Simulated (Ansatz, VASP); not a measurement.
**One calculation of GdO, two programs**

Contents of INCAR:

```
ALGO = Normal
EDIFF = 1E-6
ENCUT = 520
GGA = PE
GGA_COMPAT = F
ISIF = 2
ISMEAR = 0
LASPH = T
LCHARG = F
LMAXMIX = 6
LORBIT = 11
LORBMOM = T
LREAL = F
LSORBIT = T
LWAVE = F
MAGMOM = 0 0 7.35 0 0 0
NBANDS = 36
NELM = 150
PREC = Accurate
SIGMA = 0.05
```

File KPOINTS:

```
k-points
0
Gamma
  12 12 12
```

Contents of POSCAR:

```
GdO
1.0
    0.0000000000      2.6743504189      2.6743504189
    2.6743504189      0.0000000000      2.6743504189
    2.6743504189      2.6743504189      0.0000000000
Gd O
1 1
Direct
    0.0000000000      0.0000000000      0.0000000000
    0.2500000000      0.2500000000      0.2500000000
```

Input for Ansatz:

```yaml
crystal:
  lattice:
    - [0.0, 2.6743504189, 2.6743504189]
    - [2.6743504189, 0.0, 2.6743504189]
    - [2.6743504189, 2.6743504189, 0.0]
  atoms:
    - { symbol: Gd, position: [0.0, 0.0, 0.0], spin: 7.35, spin_axis: [0.0, 0.0, 1.0] }
    - { symbol: O, position: [0.25, 0.25, 0.25] }
basis:
  ecutwfc: 420
  ecutrho_ratio: 4
kpoints:
  mp_grid: { grid: [12, 12, 12] }
hamiltonian:
  xc: pbe
scf:
  occupations: { method: gaussian, width: 0.05 }
output:
  forces: true
  stress: true
  eigenvalues: true
  populations: true
  hubbard: { sites: [{ species: Gd, l: f }] }
magnetization:
  noncollinear: true
  spin_orbit: true
```

Alike in both runs: task single point; functional PBE; k mesh 12 × 12 × 12; occupations gaussian, width 0.05 eV; non-collinear spin, spin-orbit coupling.

|  | VASP | Ansatz |
| --- | --- | --- |
| version | VASP 6.6.1 | Ansatz 0.2.0 |
| potentials or method | VASP PAW PBE potentials, release 64 (Gd, O), cutoff 520 eV | plane waves, PAW |
| valence electrons in the cell | 24 | 24 |

```tsv
	VASP	Ansatz	Ansatz less VASP
pressure (GPa)	2.2	2.0	-0.23
net moment per atom (μB)	3.76	3.76	+0.002
```

Ansatz's warnings: stress scf threshold loose.
